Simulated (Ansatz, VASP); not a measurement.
## WS2 in VASP and in Ansatz

```
W S
1.0
     1.47828    0.85349    6.02460
    -1.47828    0.85349    6.02460
     0.00000   -1.70698    6.02460
W S
1 2
Direct
  0.99933 0.99933 0.99933
  0.58589 0.58589 0.58589
  0.74608 0.74608 0.74608
```

Change from the starting cell: volume scaled by 0.8, PAW files.

Alike in both runs: task electric field gradients; functional LDA; k mesh 10 × 10 × 10; occupations fermi-dirac, width 0.03 eV; no spin polarisation.

|  | VASP | Ansatz |
| --- | --- | --- |
| version | VASP 6.6.1 | Ansatz 0.2.0 |
| potentials or method | VASP PAW LDA potentials, release 64 (W_sv, S) | PAW with Ansatz's default frozen-core files, scalar-relativistic |
| plane-wave cutoff (eV) | 520 | 420 |
| valence electrons in the cell | 26 | 26 |

```csv
,VASP,Ansatz,Ansatz less VASP
pressure (GPa),47.2,46.5,-0.67
"traceless stress, the component that is largest in VASP (GPa)",3.80,3.90,+0.104
rms of the force components (eV/Å),2.372,2.343,-0.0296
size of Vzz on the site where it differs most (V/Å²),215.1,234.3,+19.15
```

LDA's correlation is that of Perdew and Zunger in VASP and of Perdew and Wang (1992) in Ansatz. Atom by atom the forces differ by 0.030 eV/Å (rms over components). Both programs put the cell under a high pressure, so it lies far from rest at this level.

Spin-orbit coupling is off throughout.
